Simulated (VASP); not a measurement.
# H6C2O in VASP: notebook

H6C2O is run at these levels: r2SCAN+D3(BJ); tasks: single point.

Everything below comes from runs of VASP 6.6.1. Logs are shortened: lines on timing, memory, paths and dates and some standing lists are left out, and cuts for length are marked.

## Step 1: The cell of the first run

The cell holds a disordered packing, 36 atoms: a = 6.771 Å, b = 6.771 Å, c = 6.771 Å, α = 90.00°, β = 90.00°, γ = 90.00°.

## Step 2: Single point, r2SCAN+D3(BJ)

POSCAR

```
H6C2O
1.0
    6.7708090000      0.0000000000      0.0000000000
    0.0000000000      6.7708090000      0.0000000000
    0.0000000000      0.0000000000      6.7708090000
C O H
8 4 24
Direct
    0.5874008471      0.9059886137      0.7584090897
    0.4254736071      0.8968099988      0.6051387143
    1.0560382404      0.4432425495      0.5628241025
    0.9295159088      0.5041701636      0.7357948081
    0.5859757801      0.3109510023      0.2688817039
    0.3986504678      0.3130430408      0.1487807549
    0.1220202125      0.8714204214      0.1397234418
   -0.0825320393      0.8831075966      0.2260489467
    0.4869086885      0.7653914913      0.4506679723
    1.0030282542      0.4137861752      0.9134801373
    0.3911309682      0.4893673336      0.0354143493
   -0.1831080269      0.7039437321      0.1818848777
    0.3788159369      0.7484587338      0.3596195290
    0.2880457112      0.8416206327      0.6712173297
    0.3955303050      1.0439895529      0.5446242529
    0.5531886182      1.0173172050      0.8694393826
    0.6052958001      0.7645206739      0.8329478033
    0.7275242491      0.9475395167      0.6894272319
    0.9333399854      0.4772535355      1.0221949653
    0.9326746140      0.6651379851      0.7541316932
    0.7749822656      0.4607700705      0.7131925887
    1.0063016578      0.5204653370      0.4307258023
    1.2110364845      0.4798284969      0.5894916997
    1.0456634555      0.2845277965      0.5358466284
    0.2646510858      0.4829469973     -0.0334463219
    0.3931336585      0.1847612166      0.0503755249
    0.2685997080      0.3038363814      0.2457075904
    0.6044175329      0.1701820002      0.3444924102
    0.7124493778      0.3311300639      0.1715297581
    0.5864166145      0.4286682261      0.3784888332
   -0.3058794118      0.7065282506      0.2557689439
   -0.0747520304      0.9039157852      0.3869053537
   -0.1619674427      1.0097760410      0.1643485530
    0.2171345546      0.9851579736      0.2012683522
    0.1861771571      0.7263997143      0.1687324030
    0.1201594038      0.8912877946     -0.0200575063
```

INCAR.step1

```
PREC = Accurate
ENCUT = 910
ISMEAR = -1
SIGMA = 0.05
LREAL = Auto
LASPH = True
NELM = 120
NBANDS = 64
GGA = PE
ALGO = Normal
EDIFF = 1E-5
LWAVE = True
LCHARG = False
GGA_COMPAT = False
```

INCAR.step2

```
PREC = Accurate
ENCUT = 910
EDIFF = 1E-6
ISMEAR = -1
SIGMA = 0.05
LREAL = Auto
LASPH = True
NELM = 120
ALGO = Normal
ISIF = 2
LWAVE = False
LCHARG = True
METAGGA = R2SCAN
LMIXTAU = True
IVDW = 12
VDW_S6 = 1.0
VDW_S8 = 0.78981345
VDW_A1 = 0.49484001
VDW_A2 = 5.73083694
LELF = True
LVHAR = True
NBANDS = 64
ISTART = 1
GGA_COMPAT = False
```

KPOINTS

```
regular mesh
0
Gamma
  1 1 1
```

Potentials or basis: VASP PAW PBE potentials, release 64 (C_h, O_h, H_h).

Run with:

```
$ cat potpaw_PBE.64/C_h/POTCAR potpaw_PBE.64/O_h/POTCAR potpaw_PBE.64/H_h/POTCAR > POTCAR
$ cp INCAR.step1 INCAR
$ mpirun -np 1 vasp_gam > vasp.out
$ cp INCAR.step2 INCAR
$ mpirun -np 1 vasp_gam > vasp.out
```

OUTCAR:

```text
PREC = Accurate
   ENCUT = 910
   EDIFF = 1E-6
   ISMEAR = -1
   LREAL = Auto
   LASPH = True
   NELM = 120
   ISIF = 2
   METAGGA = R2SCAN
   IVDW = 12
   ISTART = 1
 IVDW          = 12

 ion  position               nearest neighbor table
   1  0.587  0.906  0.758-  17 1.09  16 1.09  18 1.09   2 1.51
   2  0.425  0.897  0.605-  15 1.10  14 1.10   9 1.43   1 1.51
   3  0.056  0.443  0.563-  22 1.09  24 1.09  23 1.09   4 1.51
   4  0.930  0.504  0.736-  20 1.10  21 1.10  10 1.44   3 1.51
   5  0.586  0.311  0.269-  30 1.09  28 1.09  29 1.09   6 1.51
   6  0.399  0.313  0.149-  26 1.10  27 1.10  11 1.42   5 1.51
   7  0.122  0.871  0.140-  34 1.09  36 1.09  35 1.09   8 1.51
   8  0.917  0.883  0.226-  33 1.10  32 1.10  12 1.42   7 1.51
   9  0.487  0.765  0.451-  13 0.96   2 1.43
  10  0.003  0.414  0.913-  19 0.97   4 1.44
  11  0.391  0.489  0.035-  25 0.98   6 1.42
  12  0.817  0.704  0.182-  31 0.97   8 1.42
  13  0.379  0.748  0.360-   9 0.96
  14  0.288  0.842  0.671-   2 1.10
  15  0.396  0.044  0.545-   2 1.10
  16  0.553  0.017  0.869-   1 1.09
  17  0.605  0.765  0.833-   1 1.09
  18  0.728  0.948  0.689-   1 1.09
[... 16 lines left out ...]
  35  0.186  0.726  0.169-   7 1.09
  36  0.120  0.891  0.980-   7 1.09

  LATTYP: Found a simple cubic cell.
 ALAT       =     6.7708090000

  Lattice vectors:

 A1 = (   6.7708090000,   0.0000000000,   0.0000000000)
 A2 = (   0.0000000000,   6.7708090000,   0.0000000000)
 A3 = (   0.0000000000,   0.0000000000,   6.7708090000)

Analysis of symmetry for initial positions (statically):
=====================================================================
 Subroutine PRICEL returns:
 Original cell was already a primitive cell.

 Routine SETGRP: Setting up the symmetry group for a
 simple cubic supercell.

 Subroutine GETGRP returns: Found  1 space group operations
 (whereof  1 operations were pure point group operations)
 out of a pool of 48 trial point group operations.

The static configuration has the point symmetry C_1 .

Analysis of symmetry for dynamics (positions and initial velocities):
=====================================================================
 Subroutine PRICEL returns:
 Original cell was already a primitive cell.

 Routine SETGRP: Setting up the symmetry group for a
 simple cubic supercell.

 Subroutine GETGRP returns: Found  1 space group operations
 (whereof  1 operations were pure point group operations)
 out of a pool of 48 trial point group operations.

The dynamic configuration has the point symmetry C_1 .

 Subroutine INISYM returns: Found  1 space group operations
 (whereof  1 operations are pure point group operations),
 and found     1 'primitive' translations

----------------------------------------------------------------------------------------

                                     Primitive cell

  volume of cell :     310.4000

  direct lattice vectors                    reciprocal lattice vectors
     6.770809000  0.000000000  0.000000000     0.147692838  0.000000000  0.000000000
     0.000000000  6.770809000  0.000000000     0.000000000  0.147692838  0.000000000
     0.000000000  0.000000000  6.770809000     0.000000000  0.000000000  0.147692838

  length of vectors
     6.770809000  6.770809000  6.770809000     0.147692838  0.147692838  0.147692838

  position of ions in fractional coordinates (direct lattice)
     0.587400847  0.905988614  0.758409090
     0.425473607  0.896809999  0.605138714
     0.056038240  0.443242549  0.562824103
     0.929515909  0.504170164  0.735794808
     0.585975780  0.310951002  0.268881704
     0.398650468  0.313043041  0.148780755
[... 28 lines left out ...]
     0.186177157  0.726399714  0.168732403
     0.120159404  0.891287795  0.979942494

  ion indices of the primitive-cell ions
   primitive index   ion index
                 1           1
                 2           2
                 3           3
                 4           4
                 5           5
                 6           6
[... 28 lines left out ...]
                35          35
                36          36

----------------------------------------------------------------------------------------

 KPOINTS: regular mesh

Automatic generation of k-mesh.
 Grid dimensions read from file:
 generate k-points for:    1    1    1

 Generating k-lattice:

  Cartesian coordinates                     Fractional coordinates (reciprocal lattice)
     0.147692838  0.000000000  0.000000000     1.000000000  0.000000000  0.000000000
     0.000000000  0.147692838  0.000000000     0.000000000  1.000000000  0.000000000
     0.000000000  0.000000000  0.147692838     0.000000000  0.000000000  1.000000000

  Length of vectors
     0.147692838  0.147692838  0.147692838

  Shift w.r.t. Gamma in fractional coordinates (k-lattice)
     0.000000000  0.000000000  0.000000000

 Subroutine IBZKPT returns following result:
 ===========================================

[... 12 lines left out ...]
   NGXF,Y,Z  is equivalent  to a cutoff of  34.37, 34.37, 34.37 a.u.
 SYSTEM =  unknown system
   PREC   = accura    normal or accurate (medium, high low for compatibility)
   ISTART =      1    job   : 0-new  1-cont  2-samecut
   ICHARG =      0    charge: 1-file 2-atom 10-const
   ISPIN  =      1    spin polarized calculation?
   LNONCOLLINEAR =      F non collinear calculations
   LSORBIT =      F    spin-orbit coupling
   LASPH  =      T    aspherical Exc in radial PAW
   ENCUT  =  910.0 eV  66.88 Ry    8.18 a.u.  16.65 16.65 16.65*2*pi/ulx,y,z
   NELM   =    120;   NELMIN=  2; NELMDL=  0     # of ELM steps
   EDIFF  = 0.1E-05   stopping-criterion for ELM
   LREAL  =      T    real-space projection
   EDIFFG = 0.1E-04   stopping-criterion for IOM
   NSW    =      0    number of steps for IOM
   IBRION =     -1    ionic relax: 0-MD 1-quasi-New 2-CG
   NFREE  =      0    steps in history (QN), initial steepest desc. (CG)
   ISIF   =      2    stress and relaxation
   ISYM   =      2    0-nonsym 1-usesym 2-fastsym
   POTIM  = 0.5000    time-step for ionic-motion
   TEBEG  =    0.0;   TEEND  =   0.0 temperature during run
   PSTRESS=    0.0 pullay stress
   NELECT =      80.0000    total number of electrons
   NUPDOWN=      -1.0000    fix difference up-down
   EMIN   =  10.00;   EMAX   =-10.00  energy-range for DOS
   EFERMI =   0.00;   METHOD = LEGACY
   ISMEAR =    -1;   SIGMA  =   0.05  broadening in eV -4-tet -1-fermi 0-gaus
   EFERMI_NEDOS =   21; number of points for ismear=-14 and -15
   IALGO  =     38    algorithm
   IMIX   =      4    mixing-type and parameters
     AMIX     =   0.40;   BMIX     =  1.00
     AMIX_MAG =   1.60;   BMIX_MAG =  1.00
  volume/ion in A,a.u.               =       8.62        58.19
  Fermi-wavevector in a.u.,A,eV,Ry     =   1.041832  1.968777 14.767946  1.085413
  Thomas-Fermi vector in A             =   2.176470
   LORBIT       =      0    0 simple, 1 ext, 2 COOP (PROOUT), +10 PAW based schemes
   METAGGA = R2SCAN    functional components
   LHFCALC =     F    Hartree Fock is set to
   AEXX    =    0.0000 exact exchange contribution
   IVDW    =    12    specifies the selected vdW correction
   LEPSILON=     F    determine dielectric tensor
   LRPA    =     F    only Hartree local field effects (RPA)
 non-spin polarized calculation
  energy-cutoff  :      910.00
  volume of cell :      310.40
 maximum number of plane-waves:      9691
 NGX is ok and might be reduce to    70
   NGX = 33   NGY = 33   NGZ = 33

 number of electron      80.0000000 magnetization

 Free energy of the ion-electron system (eV)
  ---------------------------------------------------
  ext. energy  EPLUGINS =         0.00000000
  ---------------------------------------------------
  free energy    TOTEN  =      -200.24219208 eV

  energy without entropy =     -200.24219208  energy(sigma->0) =     -200.24219208

 E-fermi :  -1.0149     XC(G=0):  -7.8093

 val. band max:       -2.2581554829   @ k =   0.0000   0.0000   0.0000
 cond. band min:       3.5878874908   @ k =   0.0000   0.0000   0.0000
 fundamental gap:      5.8460429737
 Fermi energy:        -1.0149444647

 k-point     1 :       0.0000    0.0000    0.0000
  band No.  band energies     occupation
      1     -23.1181      2.00000
      2     -22.8682      2.00000
      3     -22.7122      2.00000
      4     -22.4054      2.00000
      5     -15.6722      2.00000
      6     -15.5962      2.00000
[... 44 lines left out ...]
     51       7.1820      0.00000
     52       7.3932      0.00000
 [bands above 52 left out]

------------------------ aborting loop because EDIFF is reached ----------------------------------------

 Edisp (eV)   -0.81173

 E8    (eV) :    -0.1280

  FORCE on cell =-STRESS in cart. coord.  units (eV):
  Direction    XX          YY          ZZ          XY          YZ          ZX
  --------------------------------------------------------------------------------------
  -------------------------------------------------------------------------------------
  Total      -0.43583     0.24796    -1.27620    -0.00116    -0.42845    -0.23154
  in kB      -2.24963     1.27990    -6.58732    -0.00601    -2.21152    -1.19513
  external pressure =       -2.52 kB  Pullay stress =        0.00 kB

 VOLUME and BASIS-vectors are now :
 -----------------------------------------------------------------------------
  energy-cutoff  :      910.00
  volume of cell :      310.40
      direct lattice vectors                 reciprocal lattice vectors
     6.770809000  0.000000000  0.000000000     0.147692838  0.000000000  0.000000000
     0.000000000  6.770809000  0.000000000     0.000000000  0.147692838  0.000000000
     0.000000000  0.000000000  6.770809000     0.000000000  0.000000000  0.147692838

 POSITION                                       TOTAL-FORCE (eV/Angst)
 -----------------------------------------------------------------------------------
      3.97718      6.13428      5.13504        -0.067432      0.010349     -0.047958
      2.88080      6.07213      4.09728         0.050791     -0.002842      0.037965
      0.37942      3.00111      3.81077        -0.068119      0.013682      0.124516
      6.29357      3.41364      4.98193         0.121750     -0.013189      0.187033
      3.96753      2.10539      1.82055        -0.004497     -0.000495     -0.060256
      2.69919      2.11955      1.00737         0.045043      0.000480      0.053860
[... 28 lines left out ...]
      1.26057      4.91831      1.14245         0.018188     -0.002058     -0.002359
      0.81358      6.03474      6.63500        -0.003951     -0.002549     -0.035412
 -----------------------------------------------------------------------------------
    total drift:                                0.006158     -0.003920      0.005123

  FREE ENERGIE OF THE ION-ELECTRON SYSTEM (eV)
  ---------------------------------------------------
  free  energy   TOTEN  =      -201.0539186529 eV

  energy  without entropy=     -201.0539186529  energy(sigma->0) =     -201.05391865
```

It took 9.3 min on 1 thread of AMD EPYC 7R43 (Zen 3), shared host; peak memory 0.72 GiB.

Results:

```yaml
Free_energy: -201.0539 eV
Pressure: -0.3 GPa
Largest_force: 0.242 eV/Å
Band_gap_on_the_k_mesh: 5.85 eV
Dispersion_energy_per_atom: -0.023 eV
```

Forces in eV/Å, atoms in the order of the input:
```
C   -0.067  0.010 -0.048
C    0.051 -0.003  0.038
C   -0.068  0.014  0.125
C    0.122 -0.013  0.187
C   -0.004  0.000 -0.060
C    0.045  0.000  0.054
C   -0.039  0.008  0.026
C    0.085  0.063 -0.016
O    0.032 -0.001  0.001
O   -0.129  0.201 -0.038
O    0.023  0.013  0.022
O   -0.012 -0.019 -0.005
H   -0.011 -0.014 -0.020
H   -0.002 -0.016  0.000
H   -0.014 -0.028 -0.015
H   -0.015  0.001 -0.022
H    0.000  0.029 -0.010
H   -0.011  0.017 -0.012
H    0.055  0.058 -0.163
H   -0.013 -0.095 -0.067
H   -0.014  0.000  0.002
H    0.001 -0.028 -0.010
H    0.045  0.003  0.015
H    0.002 -0.018  0.028
H   -0.038  0.006  0.007
H    0.000 -0.002 -0.010
H   -0.002 -0.001  0.009
H   -0.010 -0.016  0.019
H    0.013 -0.025 -0.001
H    0.002 -0.015  0.012
H   -0.011 -0.048 -0.019
H   -0.002 -0.037 -0.002
H   -0.013 -0.046  0.008
H   -0.015  0.008  0.007
H    0.018 -0.002 -0.002
H   -0.004 -0.003 -0.035
```

Levels at points of the mesh, in eV from the valence-band top:
| k point | band 36 | band 37 | band 38 | band 39 | band 40 | band 41 | band 42 | band 43 | band 44 | band 45 |
| --- | --- | --- | --- | --- | --- | --- | --- | --- | --- | --- |
| (0.00, 0.00, 0.00) | -1.69 | -0.65 | -0.39 | -0.27 | 0.00 | 5.85 | 7.24 | 7.29 | 7.62 | 7.75 |

Caveat: the k points lie up to 0.93 Å⁻¹ apart; the cutoff is under 1.25 times the usual one of these potentials, so pressure, stress and relaxed cells hold a basis-set (Pulay) error; the PAW data sets were made with another functional, which shifts forces and pressure a little.

## Step 3: Single point, r2SCAN+D3(BJ)

POSCAR

```
H6C2O
1.0
    6.7708090000      0.0000000000      0.0000000000
    0.0000000000      6.7708090000      0.0000000000
    0.0000000000      0.0000000000      6.7708090000
C O H
8 4 24
Direct
    0.5867245701      0.9090641901      0.7654919818
    0.4398292730      0.8978247651      0.5893978105
    1.0480136126      0.4371117248      0.5621189432
    0.9255319416      0.5056855097      0.7382574224
    0.5922482823      0.3084564932      0.2647984901
    0.3875755467      0.3097709594      0.1484756105
    0.1188927350      0.8722295962      0.1346663301
   -0.0888667809      0.8878998064      0.2294260553
    0.4952288567      0.7719904667      0.4457665251
    1.0002349793      0.4212052061      0.9128598961
    0.3993614352      0.4818183470      0.0397146043
   -0.1874222120      0.6991188202      0.1728006210
    0.4042796068      0.7606771953      0.3305070339
    0.3073783354      0.8544769170      0.6992665131
    0.3877380089      1.0542905582      0.5585743151
    0.5788377726      1.0288578514      0.8753016072
    0.6289942605      0.7778538724      0.8508141346
    0.7254672226      0.9227110084      0.6679851699
    0.9651579302      0.5017125723      1.0251064533
    0.9347332054      0.6678374770      0.7535584005
    0.7773517168      0.4367424927      0.7237982935
    1.0374683439      0.5233643424      0.4222242866
    1.2035637100      0.4624115080      0.6204576144
    1.0289612364      0.2779874606      0.5381779341
    0.2532489101      0.4766934055      0.0109145008
    0.3907214042      0.1956043953      0.0363619768
    0.2618446333      0.3042620165      0.2542236829
    0.6257893259      0.1885003697      0.3760111975
    0.7246696813      0.3456455499      0.1650319777
    0.5609669391      0.4324889389      0.3696456361
   -0.3058866378      0.6677193228      0.2578126188
   -0.0726796458      0.9238482432      0.3855521548
   -0.1811452664      1.0060245386      0.1647218228
    0.2377707007      0.9609634536      0.2025459587
    0.1824745019      0.7236210621      0.1000175902
    0.1229099802      0.9214851578     -0.0307201104
```

INCAR.step1

```
PREC     = Accurate       # precision mode
ENCUT    = 580            # plane-wave cutoff, eV
ISMEAR   = -1             # smearing method
SIGMA    = 0.05           # smearing width, eV
LREAL    = Auto         
LASPH    = T              # aspherical terms in the spheres
NELM     = 120            # most SCF steps
NBANDS   = 64             # bands
GGA      = PE             # functional
ALGO     = Normal         # electronic algorithm
EDIFF    = 1E-5           # SCF threshold, eV
LWAVE    = T              # write WAVECAR
LCHARG   = F              # write CHGCAR
GGA_COMPAT= F
```

INCAR.step2

```
PREC     = Accurate       # precision mode
ENCUT    = 580            # plane-wave cutoff, eV
EDIFF    = 1E-6           # SCF threshold, eV
ISMEAR   = -1             # smearing method
SIGMA    = 0.05           # smearing width, eV
LREAL    = Auto         
LASPH    = T              # aspherical terms in the spheres
NELM     = 120            # most SCF steps
ALGO     = Normal         # electronic algorithm
ISIF     = 2              # what is computed and relaxed
LWAVE    = F              # write WAVECAR
LCHARG   = F              # write CHGCAR
METAGGA  = R2SCAN         # meta-GGA
LMIXTAU  = T            
IVDW     = 12             # dispersion correction
VDW_S6   = 1.0          
VDW_S8   = 0.78981345   
VDW_A1   = 0.49484001   
VDW_A2   = 5.73083694   
NBANDS   = 64             # bands
ISTART   = 1            
GGA_COMPAT= F
```

KPOINTS

```
Automatic mesh
0
Gamma
  1 1 1
```

Potentials or basis: VASP PAW PBE potentials, release 64 (C, O, H).

Run with:

```
$ cat potpaw_PBE.64/C/POTCAR potpaw_PBE.64/O/POTCAR potpaw_PBE.64/H/POTCAR > POTCAR
$ cp INCAR.step1 INCAR
$ mpirun -np 1 vasp_gam > vasp.out
$ cp INCAR.step2 INCAR
$ mpirun -np 1 vasp_gam > vasp.out
```

Wall time 1.8 min (1 thread of Intel Xeon 6975P-C (Granite Rapids), shared host); peak memory 0.45 GiB.

Results (log left out):

- Free energy: -197.4197 eV
- Pressure: -3.5 GPa
- Largest force: 7.320 eV/Å
- Band gap on the k mesh: 5.74 eV
- Dispersion energy per atom: -0.023 eV

Forces in eV/Å, atoms in the order of the input:
```
C    3.355 -0.095 -2.365
C   -3.835  1.922  5.931
C    1.930  0.573  0.788
C   -0.772 -0.207 -0.891
C   -0.577  0.608  0.971
C    3.611 -1.917  1.514
C    0.541  0.563 -2.663
C    0.195 -0.999 -1.715
O    0.030 -1.084 -2.033
O    1.399 -0.755  0.912
O   -2.748  1.545 -0.346
O   -0.282  0.467  1.576
H    0.441  0.320  1.288
H    0.390 -0.477 -2.298
H    0.907 -1.024 -0.776
H   -0.385  0.078 -0.886
H   -1.043 -0.314 -0.341
H   -0.205  0.623  1.408
H   -0.829  0.388  0.069
H   -0.614 -0.413 -0.308
H   -0.170  1.125 -0.135
H   -0.473 -0.418  0.866
H   -0.695 -0.405 -0.779
H    0.017  0.204 -0.151
H    1.151  1.072 -1.330
H   -0.658 -0.952  0.308
H    0.348 -0.146 -0.481
H   -0.290  0.325 -1.343
H   -1.548 -0.585  0.963
H    0.771 -0.214 -0.530
H    1.524  0.775 -0.762
H   -0.313 -0.741  0.360
H    0.586 -0.182  0.043
H   -0.624 -0.139  0.082
H   -0.681  0.388  1.236
H   -0.453  0.091  1.813
```

Stress tensor (GPa, compression positive):
```
-4.79 -1.57  1.34
-1.57  0.66 -1.61
 1.34 -1.61 -6.36
```

Levels at points of the mesh, in eV from the valence-band top:
| k point | band 37 | band 38 | band 39 | band 40 | band 41 | band 42 | band 43 | band 44 |
| --- | --- | --- | --- | --- | --- | --- | --- | --- |
| (0.00, 0.00, 0.00) | -0.47 | -0.34 | -0.07 | 0.00 | 5.74 | 6.78 | 7.16 | 7.39 |

Caveat: the k points lie up to 0.93 Å⁻¹ apart; the PAW data sets were made with another functional, which shifts forces and pressure a little.
